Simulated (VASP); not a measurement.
# Be (Fd-3m) in VASP: further runs, part 2 of 3

VASP 6.6.1.

## Step 4: Single point, PBE (volume scaled by 1.12)

INCAR reads:

```
ALGO = Normal
EDIFF = 1E-6
ENCUT = 520
GGA = PE
ISIF = 2
ISMEAR = -1
LASPH = True
LCHARG = True
LELF = True
LREAL = False
LVHAR = True
LWAVE = False
NBANDS = 9
NELM = 100
PREC = Accurate
SIGMA = 0.1
```

KPOINTS reads:

```
k-points
0
Gamma
  13 13 13
```

POSCAR reads:

```
Be
1.0
    0.0000000000      2.5437692968      2.5437692968
    2.5437692968      0.0000000000      2.5437692968
    2.5437692968      2.5437692968      0.0000000000
Be
2
Direct
    0.1250000000      0.1250000000      0.1250000000
    0.8750000000      0.8750000000      0.8750000000
```

Potentials or basis: VASP PAW PBE potentials, release 64 (Be).

Run with:

```console
$ cat potpaw_PBE.64/Be/POTCAR > POTCAR
$ mpirun -np 1 vasp_std > vasp.out
```

OUTCAR:

```text
EDIFF = 1E-6
   ENCUT = 520
   GGA = PE
   ISIF = 2
   ISMEAR = -1
   LASPH = True
   LREAL = False
   NELM = 100
   PREC = Accurate

 ion  position               nearest neighbor table
   1  0.125  0.125  0.125-   2 2.20   2 2.20   2 2.20   2 2.20
   2  0.875  0.875  0.875-   1 2.20   1 2.20   1 2.20   1 2.20

  LATTYP: Found a face centered cubic cell.
 ALAT       =     5.0875385936

  Lattice vectors:

 A1 = (   0.0000000000,   2.5437692968,   2.5437692968)
 A2 = (   2.5437692968,   0.0000000000,   2.5437692968)
 A3 = (   2.5437692968,   2.5437692968,   0.0000000000)

Analysis of symmetry for initial positions (statically):
=====================================================================
 Subroutine PRICEL returns:
 Original cell was already a primitive cell.

 Routine SETGRP: Setting up the symmetry group for a
 face centered cubic supercell.

 Subroutine GETGRP returns: Found 48 space group operations
 (whereof 12 operations were pure point group operations)
 out of a pool of 48 trial point group operations.

The static configuration has the point symmetry D_3d.
 The point group associated with its full space group is O_h .

Analysis of symmetry for dynamics (positions and initial velocities):
=====================================================================
 Subroutine PRICEL returns:
 Original cell was already a primitive cell.

 Routine SETGRP: Setting up the symmetry group for a
 face centered cubic supercell.

 Subroutine GETGRP returns: Found 48 space group operations
 (whereof 12 operations were pure point group operations)
 out of a pool of 48 trial point group operations.

The dynamic configuration has the point symmetry D_3d.
 The point group associated with its full space group is O_h .

 Subroutine INISYM returns: Found 48 space group operations
 (whereof 12 operations are pure point group operations),
 and found     1 'primitive' translations

----------------------------------------------------------------------------------------

                                     Primitive cell

  volume of cell :      32.9203

  direct lattice vectors                    reciprocal lattice vectors
     0.000000000  2.543769297  2.543769297    -0.196558705  0.196558705  0.196558705
     2.543769297  0.000000000  2.543769297     0.196558705 -0.196558705  0.196558705
     2.543769297  2.543769297  0.000000000     0.196558705  0.196558705 -0.196558705

  length of vectors
     3.597433039  3.597433039  3.597433039     0.340449665  0.340449665  0.340449665

  position of ions in fractional coordinates (direct lattice)
     0.125000000  0.125000000  0.125000000
     0.875000000  0.875000000  0.875000000

  ion indices of the primitive-cell ions
   primitive index   ion index
                 1           1
                 2           2

----------------------------------------------------------------------------------------

 KPOINTS: k-points

Automatic generation of k-mesh.
 Grid dimensions read from file:
 generate k-points for:   13   13   13

 Generating k-lattice:

  Cartesian coordinates                     Fractional coordinates (reciprocal lattice)
    -0.015119900  0.015119900  0.015119900     0.076923077  0.000000000  0.000000000
     0.015119900 -0.015119900  0.015119900     0.000000000  0.076923077  0.000000000
     0.015119900  0.015119900 -0.015119900     0.000000000  0.000000000  0.076923077

  Length of vectors
     0.026188436  0.026188436  0.026188436

  Shift w.r.t. Gamma in fractional coordinates (k-lattice)
     0.000000000  0.000000000  0.000000000

 Subroutine IBZKPT returns following result:
 ===========================================

 Found     84 irreducible k-points:

 Following reciprocal coordinates:
            Coordinates               Weight
  0.000000  0.000000  0.000000      1.000000
  0.076923  0.000000  0.000000      8.000000
  0.153846  0.000000  0.000000      8.000000
  0.230769  0.000000  0.000000      8.000000
  0.307692  0.000000  0.000000      8.000000
  0.384615  0.000000  0.000000      8.000000
[... 16 lines left out ...]
  0.384615  0.153846  0.000000     24.000000
  0.461538  0.153846  0.000000     24.000000
 [... further k-points ...]
   k-points           NKPTS =     84   k-points in BZ     NKDIM =     84   number of bands    NBANDS=      9
   number of dos      NEDOS =    301   number of ions     NIONS =      2
   total plane-waves  NPLWV =  21952
   dimension x,y,z NGX =    28 NGY =   28 NGZ =   28
   dimension x,y,z NGXF=    56 NGYF=   56 NGZF=   56
   ions per type =               2
   NGX,Y,Z   is equivalent  to a cutoff of  12.94, 12.94, 12.94 a.u.
   NGXF,Y,Z  is equivalent  to a cutoff of  25.88, 25.88, 25.88 a.u.
 SYSTEM =  unknown system
   PREC   = accura    normal or accurate (medium, high low for compatibility)
   ISTART =      0    job   : 0-new  1-cont  2-samecut
   ICHARG =      2    charge: 1-file 2-atom 10-const
   ISPIN  =      1    spin polarized calculation?
   LNONCOLLINEAR =      F non collinear calculations
   LSORBIT =      F    spin-orbit coupling
   LASPH  =      T    aspherical Exc in radial PAW
   ENCUT  =  520.0 eV  38.22 Ry    6.18 a.u.   6.69  6.69  6.69*2*pi/ulx,y,z
   NELM   =    100;   NELMIN=  2; NELMDL= -5     # of ELM steps
   EDIFF  = 0.1E-05   stopping-criterion for ELM
   LREAL  =      F    real-space projection
   EDIFFG = 0.1E-04   stopping-criterion for IOM
   NSW    =      0    number of steps for IOM
   IBRION =     -1    ionic relax: 0-MD 1-quasi-New 2-CG
   NFREE  =      0    steps in history (QN), initial steepest desc. (CG)
   ISIF   =      2    stress and relaxation
   ISYM   =      2    0-nonsym 1-usesym 2-fastsym
   POTIM  = 0.5000    time-step for ionic-motion
   TEBEG  =    0.0;   TEEND  =   0.0 temperature during run
   PSTRESS=    0.0 pullay stress
   NELECT =       4.0000    total number of electrons
   NUPDOWN=      -1.0000    fix difference up-down
   EMIN   =  10.00;   EMAX   =-10.00  energy-range for DOS
   EFERMI =   0.00;   METHOD = LEGACY
   ISMEAR =    -1;   SIGMA  =   0.10  broadening in eV -4-tet -1-fermi 0-gaus
   EFERMI_NEDOS =   21; number of points for ismear=-14 and -15
   IALGO  =     38    algorithm
   IMIX   =      4    mixing-type and parameters
     AMIX     =   0.40;   BMIX     =  1.00
     AMIX_MAG =   1.60;   BMIX_MAG =  1.00
  volume/ion in A,a.u.               =      16.46       111.08
  Fermi-wavevector in a.u.,A,eV,Ry     =   0.810850  1.532284  8.945524  0.657477
  Thomas-Fermi vector in A             =   1.920101
   LORBIT       =      0    0 simple, 1 ext, 2 COOP (PROOUT), +10 PAW based schemes
   GGA     = PE    functional components
   LHFCALC =     F    Hartree Fock is set to
   AEXX    =    0.0000 exact exchange contribution
   IVDW    =     0    specifies the selected vdW correction
   LEPSILON=     F    determine dielectric tensor
   LRPA    =     F    only Hartree local field effects (RPA)
 non-spin polarized calculation
  energy-cutoff  :      520.00
  volume of cell :       32.92
 maximum number of plane-waves:       905
   NGX = 13   NGY = 13   NGZ = 13

 number of electron       4.0000000 magnetization

 Free energy of the ion-electron system (eV)
  ---------------------------------------------------
  ext. energy  EPLUGINS =         0.00000000
  ---------------------------------------------------
  free energy    TOTEN  =        -4.23139842 eV

  energy without entropy =       -4.20021258  energy(sigma->0) =       -4.21580550

 E-fermi :   1.2195     XC(G=0):  -8.2139

 val. band max:        1.2058381108   @ k =  -0.3846   0.3077   0.0769
 cond. band min:       1.2360416690   @ k =  -0.4615   0.3846   0.1538
 fundamental gap:      0.0302035582
 Fermi energy:         1.2195354771

 k-point     1 :       0.0000    0.0000    0.0000
  band No.  band energies     occupation
      1      -5.6211      2.00000
      2       5.6121      0.00000
      3       5.6121      0.00000
      4       5.6121      0.00000
      5       8.0381      0.00000
      6       8.0381      0.00000
      7       8.0381      0.00000
      8      13.7520      0.00000
      9      14.4414      0.00000

 k-point     2 :       0.0769    0.0000    0.0000
  band No.  band energies     occupation
      1      -5.5378      2.00000
      2       4.9563      0.00000
      3       5.4326      0.00000
      4       5.4326      0.00000
      5       8.2727      0.00000
      6       8.2727      0.00000
      7       8.4857      0.00000
      8      13.6688      0.00000
      9      14.6200      0.00000
[... 253 lines left out ...]
 k-point    24 :       0.4615    0.1538    0.0000
  band No.  band energies     occupation
      1      -3.0003      2.00000
      2      -0.5513      2.00000
      3       3.1632      0.00000
      4       3.3358      0.00000
      5       8.3440      0.00000
      6      10.5980      0.00000
      7      11.2413      0.00000
      8      12.4000      0.00000
      9      15.3177      0.00000

 [... further k-points ...]
[... 5 lines left out ...]
  --------------------------------------------------------------------------------------
  -------------------------------------------------------------------------------------
  Total       -0.8405560     -0.8405560     -0.8405560     -0.0000000      0.0000000      0.0000000
  in kB      -40.9085479    -40.9085479    -40.9085479     -0.0000000      0.0000000      0.0000000
  external PRESSURE =     -40.9085479 kB  Pullay stress =       0.0000000 kB

 VOLUME and BASIS-vectors are now :
 -----------------------------------------------------------------------------
  energy-cutoff  :      520.00
  volume of cell :       32.92
      direct lattice vectors                 reciprocal lattice vectors
     0.000000000  2.543769297  2.543769297    -0.196558705  0.196558705  0.196558705
     2.543769297  0.000000000  2.543769297     0.196558705 -0.196558705  0.196558705
     2.543769297  2.543769297  0.000000000     0.196558705  0.196558705 -0.196558705

 POSITION                                       TOTAL-FORCE (eV/Angst)
 -----------------------------------------------------------------------------------
      0.63594      0.63594      0.63594        -0.000000      0.000000     -0.000000
      4.45160      4.45160      4.45160         0.000000     -0.000000      0.000000
 -----------------------------------------------------------------------------------
    total drift:                               -0.000000     -0.000000     -0.000000

  FREE ENERGIE OF THE ION-ELECTRON SYSTEM (eV)
  ---------------------------------------------------
  free  energy   TOTEN  =        -4.2313984244 eV

  energy  without entropy=       -4.2002125821  energy(sigma->0) =       -4.21580550
```

OSZICAR:

```text
N       E                     dE             d eps       ncg     rms          rms(c)
DAV:   1    -0.857896273466E+00   -0.85790E+00   -0.13227E+03  1520   0.326E+02
DAV:   2    -0.418678880876E+01   -0.33289E+01   -0.32121E+01  2206   0.363E+01
DAV:   3    -0.425096881700E+01   -0.64180E-01   -0.62036E-01  1992   0.379E+00
DAV:   4    -0.425113341106E+01   -0.16459E-03   -0.16455E-03  2099   0.179E-01
DAV:   5    -0.425113353072E+01   -0.11966E-06   -0.11975E-06  1893   0.424E-03    0.727E-01
DAV:   6    -0.423724962887E+01    0.13884E-01   -0.42062E-03  2177   0.378E-01    0.441E-01
DAV:   7    -0.423138334519E+01    0.58663E-02   -0.73953E-03  2213   0.478E-01    0.234E-02
DAV:   8    -0.423139945755E+01   -0.16112E-04   -0.91362E-05  1717   0.572E-02    0.831E-03
DAV:   9    -0.423139844573E+01    0.10118E-05   -0.52077E-06  1881   0.168E-02    0.161E-03
DAV:  10    -0.423139842441E+01    0.21314E-07   -0.14804E-07  1114   0.279E-03
   1 F= -.42313984E+01 E0= -.42158055E+01  d E =-.311858E-01
```

stdout:

```text
POSCAR found type information on POSCAR Be
 POSCAR found :  1 types and       2 ions
 scaLAPACK will be used
 LDA part: xc-table for (Slater+PW92), standard interpolation
 POSCAR, INCAR and KPOINTS ok, starting setup
 FFT: planning ... GRIDC
 FFT: planning ... GRID_SOFT
 FFT: planning ... GRID
 WAVECAR not read
 entering main loop
```

It took 12 s on 1 thread of AMD EPYC 9R45 (Zen 5), shared host; peak memory 0.13 GiB.

What came out:

```
Free energy            : -4.2314 eV
Pressure               : -4.1 GPa
Band gap on the k mesh : zero (band 2 reaches 5.61 eV, above the bottom of band 3 at 0.07 eV)
```

Caveat: the cell differs from its parent crystal (volume scaled by 1.12).

## Step 5: Relaxation of cell and atoms, PBE

This run uses another cell than the first one, of 10.95 Å³/atom, 0.717 times its volume.

INCAR reads:

```
SYSTEM = Be
  ALGO = Normal
  EDIFF = 1E-7
  EDIFFG = -0.01
  ENCUT = 600
  GGA = PE
  IBRION = 2
  ISIF = 3
  ISMEAR = -1
  LASPH = .True.
  LCHARG = .False.
  LREAL = .False.
  LWAVE = .False.
  NELM = 100
  NSW = 80
  PREC = Accurate
  SIGMA = 0.1
```

KPOINTS reads:

```
k-points
0
Gamma
  12 12 12
  0 0 0
```

POSCAR reads:

```
Be
1.0
    0.0000000000      2.2207471934      2.2207471934
    2.2207471934      0.0000000000      2.2207471934
    2.2207471934      2.2207471934      0.0000000000
Be
2
Direct
    0.1250000000      0.1250000000      0.1250000000
    0.8750000000      0.8750000000      0.8750000000
```

Run with:

```console
$ cat potpaw_PBE.64/Be/POTCAR > POTCAR
$ mpirun -np 1 vasp_std > vasp.out
```

Wall time 23 s (1 thread of AMD EPYC 9R45 (Zen 5), shared host); peak memory 0.12 GiB.

Results (log left out):

| Item | Value |
| --- | --- |
| Free energy | -4.2774 eV |
| Relaxed volume | 14.70 Å³/atom |
| Relaxed cell | a = 3.465 Å, b = 3.465 Å, c = 3.465 Å, α = 60.00°, β = 60.00°, γ = 60.00° |
| Space group after relaxing (to 0.05 Å) | Fd-3m (No. 227) |
| Energy gained by relaxing | 199.7 meV/atom |
| Ionic steps | 5 |
| Pressure after relaxing | 0.0 GPa |
| Band gap on the k mesh | zero (band 2 reaches 6.54 eV, above the bottom of band 3 at 0.40 eV) |

Step by step:
| step | energy change (eV) | largest force (eV/Å) | pressure (GPa) | volume (Å³) |
| --- | --- | --- | --- | --- |
| 1 | 0.0000 | 0.0000 | 21.19 | 21.90 |
| 2 | -0.3639 | 0.0000 | 4.70 | 26.82 |
| 3 | -0.3809 | 0.0000 | -2.67 | 31.52 |
| 4 | -0.3993 | 0.0000 | -0.24 | 29.58 |
| 5 | -0.3994 | 0.0000 | 0.01 | 29.41 |

Final structure:
```
Be
1.0
     0.00000    2.44988    2.44988
     2.44988    0.00000    2.44988
     2.44988    2.44988    0.00000
Be
2
Direct
  0.12500 0.12500 0.12500
  0.87500 0.87500 0.87500
```

Levels at points of the mesh, in eV from the Fermi level:
| k point | band 1 | band 2 | band 3 | band 4 | band 5 |
| --- | --- | --- | --- | --- | --- |
| (0.00, 0.00, 0.00) | -7.29 | 4.75 | 4.75 | 4.75 | 7.28 |
| (0.50, 0.00, 0.00) | -3.68 | -3.49 | 3.02 | 3.02 | 8.45 |
| (0.50, 0.50, 0.00) | -2.41 | -2.41 | 0.73 | 0.73 | 6.19 |

Caveat: the volume moved by over 15 % at a fixed basis, so the end points are rough.

(Part 2 of 3 ends here.)
